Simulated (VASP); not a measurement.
Set up this calculation in VASP 6.6.1, as the native input.

```
Task                   : single point
Functional             : PBEsol
Potentials or basis    : VASP PAW PBE potentials, release 64 (Si, C)
Cutoff                 : 520 eV
k mesh                 : 10 × 10 × 3
Occupations            : fermi-dirac, width 0.05 eV
Spin                   : no spin polarisation
Dipole correction      : no
Further INCAR settings : ALGO = Normal; EDIFF = 1e-06; NBANDS = 26
```

The structure of SiC lies in POSCAR:

```
SiC
1.0
    3.0129072637      0.0000000000      0.0000000000
   -1.5064536318      2.6092542296      0.0000000000
    0.0000000000      0.0000000000      9.8650653976
Si C
4 4
Direct
    0.0000000000      0.0000000000      0.1878943800
    0.0000000000      0.0000000000      0.6878943800
    0.3333333333      0.6666666667      0.4378419800
    0.6666666667      0.3333333333      0.9378419800
    0.0000000000      0.0000000000      0.0004600500
    0.0000000000      0.0000000000      0.5004600500
    0.3333333333      0.6666666667      0.2498025900
    0.6666666667      0.3333333333      0.7498025900
```

These files were run (other wordings do the same):

INCAR

```
PREC = Accurate
ENCUT = 520
EDIFF = 1E-6
ISMEAR = -1
SIGMA = 0.05
LREAL = F
LASPH = T
NELM = 60
ALGO = Normal
ISIF = 2
LWAVE = F
LCHARG = T
GGA = PS
LELF = T
LVHAR = T
NBANDS = 26
```

KPOINTS

```
regular mesh
0
Gamma
  10 10 3
```

Potentials or basis: VASP PAW PBE potentials, release 64 (Si, C).

The run is started by

```bash
$ cat potpaw_PBE.64/Si/POTCAR potpaw_PBE.64/C/POTCAR > POTCAR
$ mpirun -np 1 vasp_std > vasp.out
```

It gave:

| Item | Value |
| --- | --- |
| Pressure | 16.5 GPa |
| Largest force | 0.027 eV/Å |
| Band gap on the k mesh | 2.12 eV, indirect (least direct gap 3.26 eV) |

Caveat: the PAW data sets were made with another functional, which shifts forces and pressure a little.

Wall time 68 s on 1 thread of Intel Xeon 8259CL (shared host), peak memory 0.21 GiB.
